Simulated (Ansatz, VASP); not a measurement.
## Al32H: VASP beside Ansatz

```
CELL_PARAMETERS angstrom
8.10000 0.00000 0.00000
0.00000 8.10000 0.00000
0.00000 0.00000 8.10000
ATOMIC_POSITIONS crystal
Al 0.49832 0.99837 0.00168
Al 0.75008 0.24983 0.00167
Al 0.75013 0.99817 0.25010
Al 0.00164 0.99838 0.00163
Al 0.24994 0.24975 0.00228
Al 0.49836 0.50166 0.00166
Al 0.75011 0.75013 0.00230
Al 0.25001 0.00378 0.24997
Al 0.49786 0.24973 0.25012
Al 0.75011 0.50229 0.25013
Al 0.49844 0.99843 0.49843
Al 0.75006 0.24986 0.49865
Al 0.75006 0.99864 0.74985
Al 0.00163 0.50169 0.00169
Al 0.25000 0.75000 0.99497
Al 0.00193 0.24972 0.25010
Al 0.25000 0.49499 0.25000
Al 0.50458 0.74999 0.24999
Al 0.00150 0.99850 0.49850
Al 0.24996 0.24971 0.49819
Al 0.49832 0.50167 0.49837
Al 0.75013 0.75009 0.49817
Al 0.24996 0.99819 0.74970
Al 0.49840 0.24984 0.74983
Al 0.75008 0.50167 0.74982
Al 0.99596 0.74997 0.24997
Al 0.00164 0.50163 0.49838
Al 0.25001 0.74997 0.50377
Al 0.00146 0.24985 0.74985
Al 0.24994 0.50227 0.74974
Al 0.49786 0.75012 0.74973
Al 0.00193 0.75010 0.74971
H 0.25247 0.74450 0.24437
```

Alike in both runs: functional PBE; k mesh 2 × 2 × 2; occupations gaussian, width 0.05 eV; no spin polarisation.

Ansatz relaxed the structure, and its values are those at the end. VASP's run is a single point on that final structure, the one shown.

|  | VASP | Ansatz |
| --- | --- | --- |
| version | VASP 6.6.1 | Ansatz 0.2.0 |
| potentials or method | VASP PAW PBE potentials, release 64 (Al, H), cutoff 520 eV | scalar-relativistic, plane waves, PAW |
| valence electrons in the cell | 97 | 97 |

```csv
,VASP,Ansatz,Ansatz less VASP
rms of the force components (eV/Å),0.014,0.012,-0.0023
```

The functional is the same, so the differences come from potentials, cutoffs and numerics.

The k mesh is coarse, so the values compare programs but aren't converged.
